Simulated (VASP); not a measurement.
Runs of VASP 6.6.1 on CaHfO. The structure is that of space group P4/mmm (No. 123), or close to it. The cells are those of the table. The cell was generated, and may not be a known phase.

| task | cell | k mesh | cutoff (eV) | gap on the mesh (eV) | pressure (GPa) | relaxed volume (Å³/atom) |
| --- | --- | --- | --- | --- | --- | --- |
| relaxation of cell and atoms | relaxed from a = 3.996, b = 3.996, c = 3.405 Å, 3 atoms | 4 × 4 × 6 | 600 | none | -0.1 | 18.12 |
| single point | a = 3.575, b = 3.575, c = 4.253 Å, 3 atoms | 6 × 6 × 4 | 520 | none | -0.4 | - |
| single point | a = 3.575, b = 3.575, c = 4.253 Å, 3 atoms | 4 × 4 × 6 | 520 | none | -0.4 | - |
| relaxation of cell and atoms | relaxed from a = 3.575, b = 3.575, c = 4.253 Å, 3 atoms | 14 × 14 × 12 | 600 | none | 0.0 | 18.04 |
| single point | a = 3.568, b = 3.568, c = 4.256 Å, 3 atoms | 14 × 14 × 12 | 520 | none | -0.4 | - |
| single point | a = 3.996, b = 3.996, c = 3.405 Å, 3 atoms | 4 × 4 × 6 | 520 | none | (a) | - |
| relaxation of cell and atoms | relaxed from a = 3.575, b = 3.575, c = 4.253 Å, 3 atoms | 6 × 6 × 4 | 600 | none | 0.1 | 18.09 |

Alike in all rows: level PBE; potentials or basis VASP PAW PBE potentials, release 64 (Ca_sv, Hf_pv, O); no spin polarisation; smearing gaussian 0.1 eV.

Problem. Fill in the values left out.

Solution. (a) 59.3.

Caveats: some runs use coarse meshes; spin-orbit coupling is left out, which moves the levels of the heavy elements; a cell axis changed by over 15 % at a fixed basis, so the end point is rough (at least some runs).

A k mesh can miss the band edges, and the runs leave out spin-orbit coupling on Hf.

A gap of «none» marks levels without a gap at the run's occupations.
